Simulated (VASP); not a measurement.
# NaI (Fm-3m) in VASP: further runs

Runs on NaI. Level: r2SCAN. Tasks: single point, relaxation of cell and atoms.

Program: VASP 6.6.1. These are calculated values, not measurements. Logs are shortened: lines on timing, memory, paths and dates and some standing lists are left out, and cuts for length are marked.

### 1 The cell of the first run

It takes space group Fm-3m (No. 225, cubic). Conventional cell: a = 6.467 Å, b = 6.467 Å, c = 6.467 Å, α = 90.00°, β = 90.00°, γ = 90.00°. Na (site symmetry m-3m) has 6 I at 3.23 Å within 4.3 Å. Within 4.3 Å of I (site symmetry m-3m) lie 6 Na at 3.23 Å.

### 2 Single point, r2SCAN

Contents of POSCAR:

```
NaI
1.0
    0.0000000000      3.2334440900      3.2334440900
    3.2334440900      0.0000000000      3.2334440900
    3.2334440900      3.2334440900      0.0000000000
Na I
1 1
Direct
    0.0000000000      0.0000000000      0.0000000000
    0.5000000000      0.5000000000      0.5000000000
```

Contents of INCAR.step1:

```
SYSTEM = NaI
ALGO = Normal ; EDIFF = 1E-4
ENCUT = 520 ; GGA = PE
ISMEAR = -1 ; LASPH = .True.
LCHARG = .False. ; LREAL = .False.
LWAVE = .True. ; NBANDS = 14
NELM = 100 ; PREC = Accurate
SIGMA = 0.02
```

Contents of INCAR.step2:

```
SYSTEM = NaI
ALGO = Normal ; EDIFF = 1E-7
ENCUT = 520 ; ISIF = 2
ISMEAR = -1 ; ISTART = 1
LASPH = .True. ; LCHARG = .False.
LMIXTAU = .True. ; LREAL = .False.
LWAVE = .False. ; METAGGA = R2SCAN
NBANDS = 14 ; NELM = 100
PREC = Accurate ; SIGMA = 0.02
```

Contents of KPOINTS:

```
k-points
0
Gamma
  8 8 8
  0 0 0
```

Potentials or basis: VASP PAW PBE potentials, release 64 (Na_pv, I).

Started as:

```console
> cat potpaw_PBE.64/Na_pv/POTCAR potpaw_PBE.64/I/POTCAR > POTCAR
> cp INCAR.step1 INCAR
> mpirun -np 1 vasp_std > vasp.out
> cp INCAR.step2 INCAR
> mpirun -np 1 vasp_std > vasp.out
```

OUTCAR:

```text
SYSTEM = NaI
   EDIFF = 1E-7
   ENCUT = 520
   ISIF = 2
   ISMEAR = -1
   ISTART = 1
   LASPH = .True.
   LREAL = .False.
   METAGGA = R2SCAN
   NELM = 100
   PREC = Accurate

 ion  position               nearest neighbor table
   1  0.000  0.000  0.000-
   2  0.500  0.500  0.500-

  LATTYP: Found a face centered cubic cell.
 ALAT       =     6.4668881800

  Lattice vectors:

 A1 = (   0.0000000000,   3.2334440900,   3.2334440900)
 A2 = (   3.2334440900,   0.0000000000,   3.2334440900)
 A3 = (   3.2334440900,   3.2334440900,   0.0000000000)

Analysis of symmetry for initial positions (statically):
=====================================================================
 Subroutine PRICEL returns:
 Original cell was already a primitive cell.

 Routine SETGRP: Setting up the symmetry group for a
 face centered cubic supercell.

 Subroutine GETGRP returns: Found 48 space group operations
 (whereof 48 operations were pure point group operations)
 out of a pool of 48 trial point group operations.

The static configuration has the point symmetry O_h .

Analysis of symmetry for dynamics (positions and initial velocities):
=====================================================================
 Subroutine PRICEL returns:
 Original cell was already a primitive cell.

 Routine SETGRP: Setting up the symmetry group for a
 face centered cubic supercell.

 Subroutine GETGRP returns: Found 48 space group operations
 (whereof 48 operations were pure point group operations)
 out of a pool of 48 trial point group operations.

The dynamic configuration has the point symmetry O_h .

 Subroutine INISYM returns: Found 48 space group operations
 (whereof 48 operations are pure point group operations),
 and found     1 'primitive' translations

----------------------------------------------------------------------------------------

                                     Primitive cell

  volume of cell :      67.6124

  direct lattice vectors                    reciprocal lattice vectors
     0.000000000  3.233444090  3.233444090    -0.154633878  0.154633878  0.154633878
     3.233444090  0.000000000  3.233444090     0.154633878 -0.154633878  0.154633878
     3.233444090  3.233444090  0.000000000     0.154633878  0.154633878 -0.154633878

  length of vectors
     4.572780485  4.572780485  4.572780485     0.267833734  0.267833734  0.267833734

  position of ions in fractional coordinates (direct lattice)
     0.000000000  0.000000000  0.000000000
     0.500000000  0.500000000  0.500000000

  ion indices of the primitive-cell ions
   primitive index   ion index
                 1           1
                 2           2

----------------------------------------------------------------------------------------

 KPOINTS: k-points

Automatic generation of k-mesh.
 Grid dimensions read from file:
 generate k-points for:    8    8    8

 Generating k-lattice:

  Cartesian coordinates                     Fractional coordinates (reciprocal lattice)
    -0.019329235  0.019329235  0.019329235     0.125000000  0.000000000  0.000000000
     0.019329235 -0.019329235  0.019329235     0.000000000  0.125000000  0.000000000
     0.019329235  0.019329235 -0.019329235     0.000000000  0.000000000  0.125000000

  Length of vectors
     0.033479217  0.033479217  0.033479217

  Shift w.r.t. Gamma in fractional coordinates (k-lattice)
     0.000000000  0.000000000  0.000000000

 Subroutine IBZKPT returns following result:
 ===========================================

 Found     29 irreducible k-points:

 Following reciprocal coordinates:
            Coordinates               Weight
  0.000000  0.000000  0.000000      1.000000
  0.125000  0.000000  0.000000      8.000000
  0.250000  0.000000  0.000000      8.000000
  0.375000  0.000000  0.000000      8.000000
  0.500000  0.000000  0.000000      4.000000
  0.125000  0.125000  0.000000      6.000000
[... 16 lines left out ...]
  0.500000  0.250000  0.125000     48.000000
 -0.375000  0.250000  0.125000     24.000000
 [... further k-points ...]
   k-points           NKPTS =     29   k-points in BZ     NKDIM =     29   number of bands    NBANDS=     14
   number of dos      NEDOS =    301   number of ions     NIONS =      2
   total plane-waves  NPLWV =  46656
   dimension x,y,z NGX =    36 NGY =   36 NGZ =   36
   dimension x,y,z NGXF=    72 NGYF=   72 NGZF=   72
   ions per type =               1   1
   NGX,Y,Z   is equivalent  to a cutoff of  13.09, 13.09, 13.09 a.u.
   NGXF,Y,Z  is equivalent  to a cutoff of  26.18, 26.18, 26.18 a.u.
 SYSTEM =  NaI
   PREC   = accura    normal or accurate (medium, high low for compatibility)
   ISTART =      1    job   : 0-new  1-cont  2-samecut
   ICHARG =      0    charge: 1-file 2-atom 10-const
   ISPIN  =      1    spin polarized calculation?
   LNONCOLLINEAR =      F non collinear calculations
   LSORBIT =      F    spin-orbit coupling
   LASPH  =      T    aspherical Exc in radial PAW
   ENCUT  =  520.0 eV  38.22 Ry    6.18 a.u.   8.50  8.50  8.50*2*pi/ulx,y,z
   NELM   =    100;   NELMIN=  2; NELMDL=  0     # of ELM steps
   EDIFF  = 0.1E-06   stopping-criterion for ELM
   LREAL  =      F    real-space projection
   EDIFFG = 0.1E-05   stopping-criterion for IOM
   NSW    =      0    number of steps for IOM
   IBRION =     -1    ionic relax: 0-MD 1-quasi-New 2-CG
   NFREE  =      0    steps in history (QN), initial steepest desc. (CG)
   ISIF   =      2    stress and relaxation
   ISYM   =      2    0-nonsym 1-usesym 2-fastsym
   POTIM  = 0.5000    time-step for ionic-motion
   TEBEG  =    0.0;   TEEND  =   0.0 temperature during run
   PSTRESS=    0.0 pullay stress
   NELECT =      14.0000    total number of electrons
   NUPDOWN=      -1.0000    fix difference up-down
   EMIN   =  10.00;   EMAX   =-10.00  energy-range for DOS
   EFERMI =   0.00;   METHOD = LEGACY
   ISMEAR =    -1;   SIGMA  =   0.02  broadening in eV -4-tet -1-fermi 0-gaus
   EFERMI_NEDOS =   21; number of points for ismear=-14 and -15
   IALGO  =     38    algorithm
   IMIX   =      4    mixing-type and parameters
     AMIX     =   0.40;   BMIX     =  1.00
     AMIX_MAG =   1.60;   BMIX_MAG =  1.00
  volume/ion in A,a.u.               =      33.81       228.14
  Fermi-wavevector in a.u.,A,eV,Ry     =   0.968521  1.830238 12.762700  0.938032
  Thomas-Fermi vector in A             =   2.098497
   LORBIT       =      0    0 simple, 1 ext, 2 COOP (PROOUT), +10 PAW based schemes
   METAGGA = R2SCAN    functional components
   LHFCALC =     F    Hartree Fock is set to
   AEXX    =    0.0000 exact exchange contribution
   IVDW    =     0    specifies the selected vdW correction
   LEPSILON=     F    determine dielectric tensor
   LRPA    =     F    only Hartree local field effects (RPA)
 non-spin polarized calculation
  energy-cutoff  :      520.00
  volume of cell :       67.61
 maximum number of plane-waves:      1841
 NGX is ok and might be reduce to    36
   NGX = 17   NGY = 17   NGZ = 17

 number of electron      13.9999994 magnetization

 Free energy of the ion-electron system (eV)
  ---------------------------------------------------
  ext. energy  EPLUGINS =         0.00000000
  ---------------------------------------------------
  free energy    TOTEN  =       -31.08568892 eV

  energy without entropy =      -31.08568892  energy(sigma->0) =      -31.08568892

 E-fermi :   1.0028     XC(G=0):  -8.0804

 val. band max:        0.4990913155   @ k =   0.0000   0.0000   0.0000
 cond. band min:       4.9463510239   @ k =   0.0000   0.0000   0.0000
 fundamental gap:      4.4472597084
 Fermi energy:         1.0028393429

 k-point     1 :       0.0000    0.0000    0.0000
  band No.  band energies     occupation
      1     -22.7490      2.00000
      2     -22.7487      2.00000
      3     -22.7487      2.00000
      4     -10.8537      2.00000
      5       0.4991      2.00000
      6       0.4991      2.00000
      7       0.4991      2.00000
      8       4.9464      0.00000
      9       8.9738      0.00000
     10       8.9738      0.00000
     11       8.9738      0.00000
     12      10.8301      0.00000
     13      10.8301      0.00000
     14      11.6177      0.00000

 k-point     2 :       0.1250    0.0000    0.0000
  band No.  band energies     occupation
      1     -22.7495      2.00000
      2     -22.7490      2.00000
      3     -22.7487      2.00000
      4     -10.8078      2.00000
      5       0.0569      2.00000
      6       0.4519      2.00000
      7       0.4519      2.00000
      8       5.4470      0.00000
      9       8.6198      0.00000
     10       9.1393      0.00000
     11       9.1393      0.00000
     12      10.4566      0.00000
     13      10.4567      0.00000
     14      12.2791      0.00000

 k-point     3 :       0.2500    0.0000    0.0000
  band No.  band energies     occupation
      1     -22.7513      2.00000
      2     -22.7491      2.00000
      3     -22.7488      2.00000
      4     -10.6926      2.00000
      5      -0.7769      2.00000
      6       0.3432      2.00000
      7       0.3432      2.00000
      8       6.1513      0.00000
      9       8.6627      0.00000
     10       9.0745      0.00000
     11       9.0746      0.00000
     12      10.6817      0.00000
     13      10.6817      0.00000
     14      11.8395      0.00000

 k-point     4 :       0.3750    0.0000    0.0000
  band No.  band energies     occupation
      1     -22.7531      2.00000
      2     -22.7492      2.00000
      3     -22.7489      2.00000
      4     -10.5705      2.00000
      5      -1.4462      2.00000
      6       0.2409      2.00000
      7       0.2409      2.00000
      8       6.2407      0.00000
      9       8.7167      0.00000
     10       8.7169      0.00000
     11       9.7030      0.00000
     12      11.4405      0.00000
     13      11.9394      0.00000
     14      11.9395      0.00000

 k-point     5 :       0.5000    0.0000    0.0000
  band No.  band energies     occupation
      1     -22.7539      2.00000
      2     -22.7492      2.00000
      3     -22.7490      2.00000
      4     -10.5176      2.00000
      5      -1.6957      2.00000
      6       0.2002      2.00000
      7       0.2002      2.00000
      8       6.1930      0.00000
      9       8.5714      0.00000
     10       8.5716      0.00000
     11      10.2977      0.00000
[... 276 lines left out ...]
 k-point    22 :       0.3750    0.2500    0.1250
  band No.  band energies     occupation
      1     -22.7517      2.00000
      2     -22.7498      2.00000
      3     -22.7490      2.00000
      4     -10.6096      2.00000
      5      -0.9317      2.00000
      6      -0.0992      2.00000
      7       0.1967      2.00000
      8       6.9680      0.00000
      9       7.7553      0.00000
     10       8.3124      0.00000
     11       9.9395      0.00000
     12      10.3508      0.00000
     13      12.4011      0.00000
     14      13.9945      0.00000

 k-point    23 :       0.5000    0.2500    0.1250
  band No.  band energies     occupation
      1     -22.7525      2.00000
      2     -22.7503      2.00000
      3     -22.7493      2.00000
      4     -10.5131      2.00000
      5      -1.2785      2.00000
      6      -0.3517      2.00000
      7       0.0654      2.00000
      8       7.2062      0.00000
      9       7.7670      0.00000
     10       8.5289      0.00000
     11       9.6931      0.00000
     12      11.4445      0.00000
     13      13.3906      0.00000
     14      13.6833      0.00000

 k-point    24 :      -0.3750    0.2500    0.1250
  band No.  band energies     occupation
      1     -22.7529      2.00000
      2     -22.7504      2.00000
      3     -22.7495      2.00000
      4     -10.4718      2.00000
      5      -1.4229      2.00000
      6      -0.4313      2.00000
      7      -0.0024      2.00000
      8       7.2489      0.00000
      9       7.5124      0.00000
     10       9.4439      0.00000
     11       9.4829      0.00000
     12      11.7403      0.00000
     13      12.8853      0.00000
     14      14.0402      0.00000

 [... further k-points ...]
[... 5 lines left out ...]
  --------------------------------------------------------------------------------------
  -------------------------------------------------------------------------------------
  Total       -0.0579458     -0.0579458     -0.0579458     -0.0000000      0.0000000      0.0000000
  in kB       -1.3731129     -1.3731129     -1.3731129     -0.0000000      0.0000000      0.0000000
  external PRESSURE =      -1.3731129 kB  Pullay stress =       0.0000000 kB

 VOLUME and BASIS-vectors are now :
 -----------------------------------------------------------------------------
  energy-cutoff  :      520.00
  volume of cell :       67.61
      direct lattice vectors                 reciprocal lattice vectors
     0.000000000  3.233444090  3.233444090    -0.154633878  0.154633878  0.154633878
     3.233444090  0.000000000  3.233444090     0.154633878 -0.154633878  0.154633878
     3.233444090  3.233444090  0.000000000     0.154633878  0.154633878 -0.154633878

 POSITION                                       TOTAL-FORCE (eV/Angst)
 -----------------------------------------------------------------------------------
      0.00000      0.00000      0.00000         0.000000     -0.000000     -0.000000
      3.23344      3.23344      3.23344        -0.000000      0.000000      0.000000
 -----------------------------------------------------------------------------------
    total drift:                                0.000000      0.000000      0.000000

  FREE ENERGIE OF THE ION-ELECTRON SYSTEM (eV)
  ---------------------------------------------------
  free  energy   TOTEN  =       -31.0856889221 eV

  energy  without entropy=      -31.0856889221  energy(sigma->0) =      -31.08568892
```

Wall time 3.4 min (1 thread of Intel Xeon 8259CL, shared host); peak memory 0.23 GiB.

Results:

- Free energy: -31.0857 eV
- Pressure: -0.1 GPa
- Band gap on the k mesh: 4.45 eV

Levels at points of the mesh, in eV from the valence-band top:
| k point | band 5 | band 6 | band 7 | band 8 | band 9 | band 10 |
| --- | --- | --- | --- | --- | --- | --- |
| (0.00, 0.00, 0.00) | 0.00 | 0.00 | 0.00 | 4.45 | 8.47 | 8.47 |
| (0.50, 0.00, 0.00) | -2.19 | -0.30 | -0.30 | 5.69 | 8.07 | 8.07 |
| (0.50, 0.50, 0.00) | -1.94 | -0.76 | -0.76 | 5.23 | 6.02 | 10.75 |

Caveat: the PAW data sets were made with another functional, which shifts forces and pressure a little; spin-orbit coupling is left out, which moves the levels of the heavy elements. r2SCAN opens gaps a little over a GGA but as a rule still falls short of measured ones.

(Continued in part 2 of 3.)
